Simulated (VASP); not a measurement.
# Se (P3_121) in VASP: a series of runs, part 2 of 3

VASP 6.6.1.

## Step 4: Electric field gradients, LDA (zz strain of +1 %)

INCAR reads:

```
ALGO = Normal
EDIFF = 1E-8
ENCUT = 520
ISIF = 2
ISMEAR = -1
LASPH = T
LCHARG = F
LEFG = T
LREAL = F
LWAVE = F
NBANDS = 16
NELM = 80
PREC = Accurate
SIGMA = 0.03
```

KPOINTS reads:

```
k-points
0
Gamma
  6 6 5
```

POSCAR reads:

```
Se
1.0
    4.3661999489      0.0000000000      0.0000000000
   -2.1830999745      3.7812400738      0.0000000000
    0.0000000000      0.0000000000      5.0031360000
Se
3
Direct
    0.2254000000      0.0000000000      0.3333333333
    0.0000000000      0.2254000000      0.6666666667
    0.7746000000      0.7746000000      0.0000000000
```

Potentials or basis: VASP PAW LDA potentials, release 64 (Se).

The run is started by

```
cat potpaw_LDA.64/Se/POTCAR > POTCAR
mpirun -np 1 vasp_std > vasp.out
```

OUTCAR:

```text
EDIFF = 1E-8
   ENCUT = 520
   ISIF = 2
   ISMEAR = -1
   LASPH = T
   LREAL = F
   NELM = 80
   PREC = Accurate

 ion  position               nearest neighbor table
   1  0.225  0.000  0.333-   3 2.38   2 2.38
   2  0.000  0.225  0.667-   3 2.38   1 2.38
   3  0.775  0.775  0.000-   1 2.38   2 2.38

  LATTYP: Found a hexagonal cell.
 ALAT       =     4.3661999489
 C/A-ratio  =     1.1458788096

  Lattice vectors:

 A1 = (   4.3661999489,   0.0000000000,   0.0000000000)
 A2 = (  -2.1830999745,   3.7812400738,   0.0000000000)
 A3 = (   0.0000000000,   0.0000000000,   5.0031360000)

Analysis of symmetry for initial positions (statically):
=====================================================================
 Subroutine PRICEL returns:
 Original cell was already a primitive cell.

[... 652 lines left out ...]
     4.366199949  0.000000000  0.000000000     0.229032113  0.132231752  0.000000000
    -2.183099975  3.781240074  0.000000000     0.000000000  0.264463504  0.000000000
     0.000000000  0.000000000  5.003136000     0.000000000  0.000000000  0.199874639

 POSITION                                       TOTAL-FORCE (eV/Angst)
 -----------------------------------------------------------------------------------
      0.98414      0.00000      1.66771         0.148897     -0.000000     -0.000000
     -0.49207      0.85229      3.33542        -0.074448      0.128948      0.000000
      1.69103      2.92895      0.00000        -0.074448     -0.128948     -0.000000
 -----------------------------------------------------------------------------------
    total drift:                               -0.000000     -0.000000      0.000000

  FREE ENERGIE OF THE ION-ELECTRON SYSTEM (eV)
  ---------------------------------------------------
  free  energy   TOTEN  =       -12.3202270041 eV

  energy  without entropy=      -12.3202270039  energy(sigma->0) =      -12.32022700

 Electric field gradients (V/A^2)
---------------------------------------------------------------------
 ion       V_xx      V_yy      V_zz      V_xy      V_xz      V_yz
---------------------------------------------------------------------
   1     165.177  -338.855   173.678     0.000     0.000   322.931
   2    -212.847    39.169   173.678  -218.252  -279.667  -161.466
   3    -212.847    39.169   173.678   218.253   279.667  -161.466
---------------------------------------------------------------------

 Electric field gradients after diagonalization (V/A^2)
 (convention: |V_zz| > |V_xx| > |V_yy|)
----------------------------------------------------------------------
 ion       V_xx      V_yy      V_zz     asymmetry (V_yy - V_xx)/ V_zz
----------------------------------------------------------------------
   1     329.670   165.177  -494.847       0.332
   2     329.670   165.177  -494.847       0.332
   3     329.670   165.177  -494.848       0.332
----------------------------------------------------------------------

           NMR quadrupolar parameters

 Cq : quadrupolar parameter    Cq=e*Q*V_zz/h
 eta: asymmetry parameters     (V_yy - V_xx)/ V_zz
 Q  : nuclear electric quadrupole moment in mb (millibarn)
----------------------------------------------------------------------
 ion       Cq(MHz)       eta       Q (mb)
----------------------------------------------------------------------
   1      -1.197       0.332       1.000
   2      -1.197       0.332       1.000
   3      -1.197       0.332       1.000
----------------------------------------------------------------------
```

OSZICAR:

```text
N       E                     dE             d eps       ncg     rms          rms(c)
DAV:   1     0.790998436088E+02    0.79100E+02   -0.71807E+03   864   0.929E+02
DAV:   2    -0.720621124643E+01   -0.86306E+02   -0.82311E+02  1136   0.157E+02
DAV:   3    -0.124077722382E+02   -0.52016E+01   -0.51851E+01  1016   0.430E+01
DAV:   4    -0.124460837541E+02   -0.38312E-01   -0.38303E-01  1216   0.434E+00
DAV:   5    -0.124463572811E+02   -0.27353E-03   -0.27352E-03  1048   0.355E-01    0.713E+00
DAV:   6    -0.123559314815E+02    0.90426E-01   -0.40548E-02  1104   0.119E+00    0.436E+00
DAV:   7    -0.123211257309E+02    0.34806E-01   -0.78386E-02  1032   0.159E+00    0.200E-01
DAV:   8    -0.123202006358E+02    0.92510E-03   -0.87978E-03   984   0.566E-01    0.958E-02
DAV:   9    -0.123202279093E+02   -0.27273E-04   -0.27445E-04  1160   0.103E-01    0.270E-02
DAV:  10    -0.123202267318E+02    0.11775E-05   -0.21470E-05  1080   0.287E-02    0.626E-03
DAV:  11    -0.123202271856E+02   -0.45382E-06   -0.34730E-06  1136   0.102E-02    0.359E-03
DAV:  12    -0.123202270053E+02    0.18035E-06   -0.50513E-07  1064   0.427E-03    0.669E-04
DAV:  13    -0.123202270041E+02    0.12387E-08   -0.93720E-08  1168   0.163E-03
   1 F= -.12320227E+02 E0= -.12320227E+02  d E =-.162919E-09
```

It took 38 s on 1 thread of Intel Xeon 8259CL, shared host; peak memory 0.17 GiB.

What came out:

```
Free energy                             : -12.3202 eV
Pressure                                : -1.8 GPa
Largest force                           : 0.149 eV/Å
Band gap on the k mesh                  : 1.20 eV (least direct gap 1.32 eV)
Largest electric field gradient by atom : Se -494.8 V/Å²
```

Forces on the atoms (eV/Å):
```
Se   0.149  0.000  0.000
Se  -0.074  0.129  0.000
Se  -0.074 -0.129  0.000
```

Stress tensor (GPa, compression positive):
```
-2.05  0.00  0.00
 0.00 -2.05  0.00
 0.00  0.00 -1.35
```

Levels at points of the mesh, in eV from the valence-band top:
| k point | band 5 | band 6 | band 7 | band 8 | band 9 | band 10 | band 11 | band 12 | band 13 | band 14 |
| --- | --- | --- | --- | --- | --- | --- | --- | --- | --- | --- |
| (0.00, 0.00, 0.00) | -3.70 | -3.60 | -1.88 | -1.88 | -0.27 | 1.86 | 1.86 | 2.22 | 5.97 | 6.42 |
| (0.50, 0.00, 0.00) | -4.58 | -3.30 | -2.82 | -1.65 | -0.88 | 1.91 | 2.32 | 4.11 | 5.21 | 7.59 |

Electric field gradients, principal values (V/Å²):
| atom | least | middle | greatest (by size) |
| --- | --- | --- | --- |
| 1 Se | 165.177 | 329.670 | -494.847 |
| 2 Se | 165.177 | 329.670 | -494.847 |
| 3 Se | 165.177 | 329.670 | -494.848 |

Caveat: the cell differs from its parent crystal (zz strain of +1 %); without QUAD_EFG the Cq values of the log hold for a quadrupole moment of 1 mb, not for the nuclei; an odd mesh through Γ misses points on the zone boundary, where band edges can lie.

## Step 5: Electric field gradients, LDA (27.81 Å³/atom)

This run uses another cell than the first one, of 27.81 Å³/atom.

INCAR reads:

```
SYSTEM = Se
PREC = Accurate
ENCUT = 520
EDIFF = 1E-8
ISMEAR = -1
SIGMA = 0.03
LREAL = .False.
LASPH = .True.
NELM = 60
ALGO = Normal
ISIF = 2
LWAVE = .False.
LCHARG = .False.
GGA = CA
LEFG = .True.
NBANDS = 16
```

KPOINTS reads:

```
regular mesh
0
Gamma
  6 6 5
  0 0 0
```

POSCAR reads:

```
Se
1.0
    4.3951160230      0.0000000000      0.0000000000
   -2.1975580116      3.8062821286      0.0000000000
    0.0000000000      0.0000000000      4.9864062541
Se
3
Direct
    0.2254000000      0.0000000000      0.3333333333
    0.0000000000      0.2254000000      0.6666666667
    0.7746000000      0.7746000000      0.0000000000
```

Potentials or basis: VASP PAW LDA potentials, release 64 (Se).

The run is started by

```
cat potpaw_LDA.64/Se/POTCAR > POTCAR
mpirun -np 1 vasp_std > vasp.out
```

OUTCAR:

```text
SYSTEM = Se
   PREC = Accurate
   ENCUT = 520
   EDIFF = 1E-8
   ISMEAR = -1
   LREAL = .False.
   LASPH = .True.
   NELM = 60
   ISIF = 2
   GGA = CA

 ion  position               nearest neighbor table
   1  0.225  0.000  0.333-   3 2.39   2 2.39
   2  0.000  0.225  0.667-   3 2.39   1 2.39
   3  0.775  0.775  0.000-   1 2.39   2 2.39

  LATTYP: Found a hexagonal cell.
 ALAT       =     4.3951160230
 C/A-ratio  =     1.1345334749

  Lattice vectors:

 A1 = (   4.3951160230,   0.0000000000,   0.0000000000)
 A2 = (  -2.1975580116,   3.8062821286,   0.0000000000)
 A3 = (   0.0000000000,   0.0000000000,   4.9864062541)

Analysis of symmetry for initial positions (statically):
=====================================================================
 Subroutine PRICEL returns:
 Original cell was already a primitive cell.

 Routine SETGRP: Setting up the symmetry group for a
[... 653 lines left out ...]
    -2.197558012  3.806282129  0.000000000     0.000000000  0.262723562  0.000000000
     0.000000000  0.000000000  4.986406254     0.000000000  0.000000000  0.200545232

 POSITION                                       TOTAL-FORCE (eV/Angst)
 -----------------------------------------------------------------------------------
      0.99066      0.00000      1.66214         0.061828     -0.000000     -0.000000
     -0.49533      0.85794      3.32427        -0.030914      0.053544      0.000000
      1.70223      2.94835      0.00000        -0.030914     -0.053544      0.000000
 -----------------------------------------------------------------------------------
    total drift:                                0.000002      0.000003     -0.000000

  FREE ENERGIE OF THE ION-ELECTRON SYSTEM (eV)
  ---------------------------------------------------
  free  energy   TOTEN  =       -12.3076715983 eV

  energy  without entropy=      -12.3076715981  energy(sigma->0) =      -12.30767160

 Electric field gradients (V/A^2)
---------------------------------------------------------------------
 ion       V_xx      V_yy      V_zz      V_xy      V_xz      V_yz
---------------------------------------------------------------------
   1     168.617  -337.235   168.618     0.000    -0.000   328.639
   2    -210.772    42.154   168.618  -219.040  -284.610  -164.319
   3    -210.772    42.154   168.619   219.040   284.610  -164.319
---------------------------------------------------------------------

 Electric field gradients after diagonalization (V/A^2)
 (convention: |V_zz| > |V_xx| > |V_yy|)
----------------------------------------------------------------------
 ion       V_xx      V_yy      V_zz     asymmetry (V_yy - V_xx)/ V_zz
----------------------------------------------------------------------
   1     330.391   168.617  -499.007       0.324
   2     330.391   168.617  -499.007       0.324
   3     330.391   168.617  -499.008       0.324
----------------------------------------------------------------------

           NMR quadrupolar parameters

 Cq : quadrupolar parameter    Cq=e*Q*V_zz/h
 eta: asymmetry parameters     (V_yy - V_xx)/ V_zz
 Q  : nuclear electric quadrupole moment in mb (millibarn)
----------------------------------------------------------------------
 ion       Cq(MHz)       eta       Q (mb)
----------------------------------------------------------------------
   1      -1.207       0.324       1.000
   2      -1.207       0.324       1.000
   3      -1.207       0.324       1.000
----------------------------------------------------------------------
```

Wall time 44 s (1 thread of Intel Xeon 8259CL, shared host); peak memory 0.19 GiB.

Results:

| Item | Value |
| --- | --- |
| Free energy | -12.3077 eV |
| Pressure | -2.1 GPa |
| Largest force | 0.062 eV/Å |
| Band gap on the k mesh | 1.19 eV (least direct gap 1.38 eV) |
| Largest electric field gradient by atom | Se -499.0 V/Å² |

Forces in eV/Å, atoms in the order of the input:
```
Se   0.062  0.000  0.000
Se  -0.031  0.054  0.000
Se  -0.031 -0.054  0.000
```

Levels at points of the mesh, in eV from the valence-band top:
```csv
k point,band 5,band 6,band 7,band 8,band 9,band 10,band 11,band 12,band 13,band 14
"(0.00, 0.00, 0.00)",-3.69,-3.60,-1.87,-1.87,-0.27,1.87,1.87,2.18,5.94,6.45
"(0.50, 0.00, 0.00)",-4.54,-3.28,-2.77,-1.64,-0.86,1.92,2.32,4.06,5.25,7.54
```

Electric field gradients, principal values (V/Å²):
```csv
atom,least,middle,greatest (by size)
1 Se,168.617,330.391,-499.007
2 Se,168.617,330.391,-499.007
3 Se,168.617,330.391,-499.008
```

Caveat: without QUAD_EFG the Cq values of the log hold for a quadrupole moment of 1 mb, not for the nuclei; an odd mesh through Γ misses points on the zone boundary, where band edges can lie.

[end of part 2 of 3]
